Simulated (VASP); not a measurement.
Write the native input for VASP 6.6.1 that does the following.

```
Task                   : single point
Functional             : PBE
Potentials or basis    : VASP PAW PBE potentials, release 64 (Si, Mo_sv)
Cutoff                 : 520 eV
k mesh                 : 4 × 4 × 4
Occupations            : gaussian, width 0.1 eV
Spin                   : collinear spin
Starting moments       : [0.0, 1.0, 1.0, 1.0, 1.0, 1.0, 1.0] μB
Dipole correction      : no
Further INCAR settings : ALGO = Normal; EDIFF = 1e-06; NBANDS = 57
```

The structure of SiMo6 lies in POSCAR:

```
SiMo6
1.0
    6.0125777343      0.0000000000      0.0000000000
    0.0000000000      6.0125777343      0.0000000000
    0.0000000000      0.0000000000      6.0125777343
Si Mo
1 6
Direct
    0.0000000000      0.0000000000      0.0000000000
    0.2002310282      0.5000000000      0.5000000000
    0.5000000000      0.2002310282      0.5000000000
    0.7997689718      0.5000000000      0.5000000000
    0.5000000000      0.7997689718      0.5000000000
    0.5000000000      0.5000000000      0.2002310282
    0.5000000000      0.5000000000      0.7997689718
```

The cell was built from a structure type or drawn by symmetry, and may not be a known phase.

One way to write it, as run:

INCAR

```
PREC = Accurate ; ENCUT = 520
EDIFF = 1E-6 ; ISMEAR = 0
SIGMA = 0.1 ; LREAL = F
LASPH = T ; NELM = 150
ALGO = Normal ; ISIF = 2
LWAVE = F ; LCHARG = F
ISPIN = 2 ; MAGMOM = 0 1 1 1 1 1 1
LORBIT = 11 ; LMAXMIX = 4
GGA = PE ; NBANDS = 57
```

KPOINTS

```
regular mesh
0
Gamma
  4 4 4
```

Potentials or basis: VASP PAW PBE potentials, release 64 (Si, Mo_sv).

The run is started by

```console
$ cat potpaw_PBE.64/Si/POTCAR potpaw_PBE.64/Mo_sv/POTCAR > POTCAR
$ mpirun -np 1 vasp_std > vasp.out
```

It gave:

- Pressure: 0.2 GPa
- Largest force: 0.009 eV/Å
- Band gap on the k mesh: zero (filled and empty bands overlap)
- Net moment: 0.00 μB per cell
- Valence electrons inside the program's atomic spheres: Si 1.42; Mo 12.71

Run time: 2.3 min on 1 thread of Intel(R) Xeon(R) 6975P-C (Granite Rapids) (shared host), peak memory 0.49 GiB.
